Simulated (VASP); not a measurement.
Wanted: the native input for a VASP 6.6.1 run.

| Property | Result |
| --- | --- |
| Task | single point |
| Functional | PBE |
| Dispersion | D3(BJ) |
| Potentials or basis | VASP PAW PBE potentials, release 64 (Ge_d, H) |
| Cutoff | 520 eV |
| k mesh | 9 × 9 × 1 |
| Occupations | gaussian, width 0.1 eV |
| Spin | collinear spin |
| Starting moments | [0.0, 0.0, 1.0] μB |
| Dipole correction | yes |
| Further INCAR settings | ALGO = Normal; EDIFF = 1e-07; NBANDS = 26 |

The structure of Ge2H lies in POSCAR:

```
Ge2H
1.0
    4.0226895355      0.0000000000      0.0000000000
   -2.0113447678      3.4837513293      0.0000000000
    0.0000000000      0.0000000000     16.1842610144
Ge H
2 1
Direct
    0.3333333333      0.6666666666      0.2894331110
    0.6666666667      0.3333333333      0.2471537005
    1.2222222222      1.1111111111      0.3320198699
```

The input as run:

INCAR

```
SYSTEM = Ge2H
PREC = Accurate
ENCUT = 520
EDIFF = 1E-7
ISMEAR = 0
SIGMA = 0.1
LREAL = .False.
LASPH = .True.
NELM = 150
ALGO = Normal
ISIF = 2
LWAVE = .False.
LCHARG = .True.
ISPIN = 2
MAGMOM = 0 0 1
LORBIT = 11
LDIPOL = .True.
IDIPOL = 3
DIPOL = 0.5 0.5 0.290
GGA = PE
IVDW = 12
LELF = .True.
LVHAR = .True.
LVACPOTAV = .True.
NBANDS = 26
```

KPOINTS

```
Automatic mesh
0
Gamma
  9 9 1
  0 0 0
```

Potentials or basis: VASP PAW PBE potentials, release 64 (Ge_d, H).

Run with:

```sh
$ cat potpaw_PBE.64/Ge_d/POTCAR potpaw_PBE.64/H/POTCAR > POTCAR
$ mpirun -np 1 vasp_std > vasp.out
```

It gave:

```json
{
 "Largest force": "0.749 eV/Å",
 "Net moment": "0.00 μB per cell",
 "Valence electrons inside the program's atomic spheres": "Ge 12.35, 12.32; H 0.45",
 "Dispersion energy per atom": "-0.131 eV"
}
```

Run time: 16 min on 1 thread of Intel Xeon 8259CL, on a shared host, peak memory 0.54 GiB.
